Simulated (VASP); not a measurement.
# Cu (I4_1/amd) in VASP: relaxation of cell and atoms with PBE

Aim: the relaxation of cell and atoms of Cu with PBE.

Everything below comes from runs of VASP 6.6.1. Logs are shortened: lines on timing, memory, paths and dates and some standing lists are left out, and cuts for length are marked.

## 1. The cell of the first run

It takes space group I4_1/amd (No. 141, tetragonal). The conventional cell has a = 4.120 Å, b = 4.120 Å, c = 2.266 Å, α = 90.00°, β = 90.00°, γ = 90.00°. Cu (site symmetry -4m2) has 10 Cu at 2.14 to 2.67 Å within 2.8 Å.

## 2. Relaxation of cell and atoms, PBE, target pressure 60 GPa, at which the enthalpy is minimised

File INCAR:

```
SYSTEM = Cu
PREC = Accurate
ENCUT = 600
EDIFF = 1E-6
ISMEAR = -1
SIGMA = 0.05
LREAL = .False.
LASPH = .True.
NELM = 80
ALGO = Normal
ISIF = 3
LWAVE = .False.
LCHARG = .False.
GGA = PE
IBRION = 2
NSW = 60
EDIFFG = -0.005
PSTRESS = 600.0
```

File KPOINTS:

```
regular mesh
0
Gamma
  19 19 19
  0 0 0
```

File POSCAR:

```
Cu
1.0
   -2.0600119537      2.0600119537      1.1330065745
    2.0600119537     -2.0600119537      1.1330065745
    2.0600119537      2.0600119537     -1.1330065745
Cu
2
Direct
   -0.3750000000     -0.1250000000     -0.2500000000
    0.3750000000      0.1250000000      0.2500000000
```

Potentials or basis: VASP PAW PBE potentials, release 64 (Cu).

Command:

```console
$ cat potpaw_PBE.64/Cu/POTCAR > POTCAR
$ mpirun -np 1 vasp_std > vasp.out
```

OUTCAR:

```text
SYSTEM = Cu
   PREC = Accurate
   ENCUT = 600
   EDIFF = 1E-6
   ISMEAR = -1
   LREAL = .False.
   LASPH = .True.
   NELM = 80
   ISIF = 3
   GGA = PE
   IBRION = 2
   NSW = 60
   EDIFFG = -0.005
   PSTRESS = 600.0

 ion  position               nearest neighbor table
   1  0.625  0.875  0.750-   2 2.14   2 2.14   2 2.14   2 2.14   2 2.67   2 2.67   2 2.67   2 2.67

   2  0.375  0.125  0.250-   1 2.14   1 2.14   1 2.14   1 2.14   1 2.67   1 2.67   1 2.67   1 2.67

  LATTYP: Found a body centered tetragonal cell.
 ALAT       =     4.1200239074
 C/A-ratio  =     0.5500000000

  Lattice vectors:

 A1 = (  -2.0600119537,   2.0600119537,   1.1330065745)
 A2 = (   2.0600119537,  -2.0600119537,   1.1330065745)
 A3 = (   2.0600119537,   2.0600119537,  -1.1330065745)

Analysis of symmetry for initial positions (statically):
=====================================================================
 Subroutine PRICEL returns:
 Original cell was already a primitive cell.

 Routine SETGRP: Setting up the symmetry group for a
 body centered tetragonal supercell.

 Subroutine GETGRP returns: Found 16 space group operations
 (whereof  4 operations were pure point group operations)
 out of a pool of 16 trial point group operations.

The static configuration has the point symmetry C_2h.
 The point group associated with its full space group is D_4h.

Analysis of symmetry for dynamics (positions and initial velocities):
=====================================================================
 Subroutine PRICEL returns:
 Original cell was already a primitive cell.

 Routine SETGRP: Setting up the symmetry group for a
 body centered tetragonal supercell.

 Subroutine GETGRP returns: Found 16 space group operations
 (whereof  4 operations were pure point group operations)
 out of a pool of 16 trial point group operations.

The dynamic configuration has the point symmetry C_2h.
 The point group associated with its full space group is D_4h.

 Subroutine INISYM returns: Found 16 space group operations
 (whereof  4 operations are pure point group operations),
 and found     1 'primitive' translations

----------------------------------------------------------------------------------------

                                     Primitive cell

  volume of cell :      19.2323

  direct lattice vectors                    reciprocal lattice vectors
    -2.060011954  2.060011954  1.133006574     0.000000000  0.242717038  0.441303706
     2.060011954 -2.060011954  1.133006574     0.242717038  0.000000000  0.441303706
     2.060011954  2.060011954 -1.133006574     0.242717038  0.242717038  0.000000000

  length of vectors
     3.125860265  3.125860265  3.125860265     0.503647219  0.503647219  0.343253727
[... 75 lines left out ...]
   ISPIN  =      1    spin polarized calculation?
   LNONCOLLINEAR =      F non collinear calculations
   LSORBIT =      F    spin-orbit coupling
   LASPH  =      T    aspherical Exc in radial PAW
   ENCUT  =  600.0 eV  44.10 Ry    6.64 a.u.   6.24  6.24  6.24*2*pi/ulx,y,z
   NELM   =     80;   NELMIN=  2; NELMDL= -5     # of ELM steps
   EDIFF  = 0.1E-05   stopping-criterion for ELM
   LREAL  =      F    real-space projection
   EDIFFG = -.5E-02   stopping-criterion for IOM
   NSW    =     60    number of steps for IOM
   IBRION =      2    ionic relax: 0-MD 1-quasi-New 2-CG
   NFREE  =      1    steps in history (QN), initial steepest desc. (CG)
   ISIF   =      3    stress and relaxation
   ISYM   =      2    0-nonsym 1-usesym 2-fastsym
   POTIM  = 0.5000    time-step for ionic-motion
   TEBEG  =    0.0;   TEEND  =   0.0 temperature during run
   PSTRESS=  600.0 pullay stress
   NELECT =      22.0000    total number of electrons
   NUPDOWN=      -1.0000    fix difference up-down
   EMIN   =  10.00;   EMAX   =-10.00  energy-range for DOS
   EFERMI =   0.00;   METHOD = LEGACY
   ISMEAR =    -1;   SIGMA  =   0.05  broadening in eV -4-tet -1-fermi 0-gaus
   EFERMI_NEDOS =   21; number of points for ismear=-14 and -15
   IALGO  =     38    algorithm
   IMIX   =      4    mixing-type and parameters
     AMIX     =   0.40;   BMIX     =  1.00
     AMIX_MAG =   1.60;   BMIX_MAG =  1.00
  volume/ion in A,a.u.               =       9.62        64.89
  Fermi-wavevector in a.u.,A,eV,Ry     =   1.712137  3.235469 39.884280  2.931412
  Thomas-Fermi vector in A             =   2.790121
   LORBIT       =      0    0 simple, 1 ext, 2 COOP (PROOUT), +10 PAW based schemes
   GGA     = PE    functional components
   LHFCALC =     F    Hartree Fock is set to
   AEXX    =    0.0000 exact exchange contribution
   IVDW    =     0    specifies the selected vdW correction
   LEPSILON=     F    determine dielectric tensor
   LRPA    =     F    only Hartree local field effects (RPA)
 conjugate gradient relaxation of ions
 non-spin polarized calculation
  energy-cutoff  :      600.00
  volume of cell :       19.23
 maximum number of plane-waves:       660
 NGX is ok and might be reduce to    28
   NGX = 13   NGY = 13   NGZ = 13

--------------------------------------- Ionic step        1  -------------------------------------------

 number of electron      22.0000005 magnetization

 Free energy of the ion-electron system (eV)
  ---------------------------------------------------
  ext. energy  EPLUGINS =         0.00000000
  ---------------------------------------------------
  free energy    TOTEN  =        -5.47441444 eV

  energy without entropy =       -5.47052903  energy(sigma->0) =       -5.47247173

 E-fermi :  10.4371     XC(G=0): -13.9084

 val. band max:       10.4265548773   @ k =   0.4211   0.0526   0.0526
 cond. band min:      10.4637205310   @ k =  -0.3158   0.3684   0.1053
 fundamental gap:      0.0371656537
 Fermi energy:        10.4370931461

 k-point     1 :       0.0000    0.0000    0.0000
  band No.  band energies     occupation
      1      -0.5095      2.00000
      2       4.0013      2.00000
      3       5.0427      2.00000
      4       5.4983      2.00000
      5       5.9411      2.00000
      6       7.8204      2.00000
      7       7.8204      2.00000
      8       7.8681      2.00000
      9       7.8681      2.00000
     10       8.8442      2.00000
     11       9.4395      2.00000
     12      16.3882      0.00000
     13      16.3882      0.00000
     14      23.0928      0.00000
[... 604 lines left out ...]
--------------------------------------- Ionic step        6  -------------------------------------------

 number of electron      21.9999989 magnetization

 Free energy of the ion-electron system (eV)
  ---------------------------------------------------
  ext. energy  EPLUGINS =         0.00000000
  ---------------------------------------------------
  free energy    TOTEN  =        -5.91321643 eV

  energy without entropy =       -5.90866617  energy(sigma->0) =       -5.91094130

 E-fermi :   9.7219     XC(G=0): -13.6092

 val. band max:        9.7155987392   @ k =  -0.2105  -0.2632   0.1579
 cond. band min:       9.7238856771   @ k =   0.4211   0.0526  -0.0000
 fundamental gap:      0.0082869379
 Fermi energy:         9.7219467557

 k-point     1 :       0.0000    0.0000    0.0000
  band No.  band energies     occupation
      1      -0.8295      2.00000
      2       3.6856      2.00000
      3       4.6127      2.00000
      4       4.8582      2.00000
      5       5.2784      2.00000
      6       7.3023      2.00000
      7       7.3023      2.00000
      8       7.3367      2.00000
      9       7.3367      2.00000
     10       8.0922      2.00000
     11       8.6603      2.00000
     12      15.1104      0.00000
     13      15.1104      0.00000
     14      21.7322      0.00000
[... 448 lines left out ...]
  energy  without entropy=       -5.9086661683  energy(sigma->0) =       -5.91094130

  enthalpy is  TOTEN    =         1.6447927645 eV   P V=        7.5580091946

 reached required accuracy - stopping structural energy minimisation
```

Run time: 7.9 min. Hardware: 1 thread of Intel Xeon Platinum 8488C (Sapphire Rapids), shared host; peak memory 0.32 GiB.

Results:

```yaml
Free_energy: -5.9132 eV
Relaxed_volume: 10.09 Å³/atom
Relaxed_cell: a = 3.199 Å, b = 3.199 Å, c = 3.199 Å, α = 97.11°, β = 97.11°, γ = 138.81°
Space_group_after_relaxing_to_0.05_Å: I4_1/amd (No. 141)
Energy_change_on_relaxing_the_enthalpy_is_what_falls: -219.4 meV/atom
Ionic_steps: 6
Pressure_after_relaxing: 60.1 GPa
Band_gap_on_the_k_mesh: zero (band 11 reaches 13.47 eV, above the bottom of band 12 at 7.59 eV)
```

The path:
```
step  energy change (eV)  largest force (eV/Å)  pressure (GPa)  volume (Å³)
   1              0.0000                0.0000           79.88        19.23
   2             -1.0812                0.0000           25.45        22.73
   3             -0.4905                0.0000           57.20        20.34
   4             -0.4738                0.0000           58.03        20.29
   5             -0.4139                0.0000           61.27        20.12
   6             -0.4388                0.0000           60.06        20.18
```

Final structure:
```cif
data_structure
_symmetry_space_group_name_H-M 'P 1'
_symmetry_Int_Tables_number 1
_cell_length_a 3.1991
_cell_length_b 3.1991
_cell_length_c 3.1991
_cell_angle_alpha 97.106
_cell_angle_beta 97.106
_cell_angle_gamma 138.815
_cell_volume 20.18
loop_
_atom_site_label
_atom_site_type_symbol
_atom_site_fract_x
_atom_site_fract_y
_atom_site_fract_z
_atom_site_occupancy
Cu1 Cu 0.62500 0.87500 0.75000 1
Cu2 Cu 0.37500 0.12500 0.25000 1
```

Levels at points of the mesh, in eV from the Fermi level:
```
           k point  band 7  band 8  band 9  band 10  band 11  band 12  band 13  band 14  band 15
(0.00, 0.00, 0.00)   -2.42   -2.39   -2.39    -1.63    -1.06     5.39     5.39    12.01    13.15
```

Caveat: the cell is relaxed towards a set pressure, so the enthalpy falls and the energy may rise.
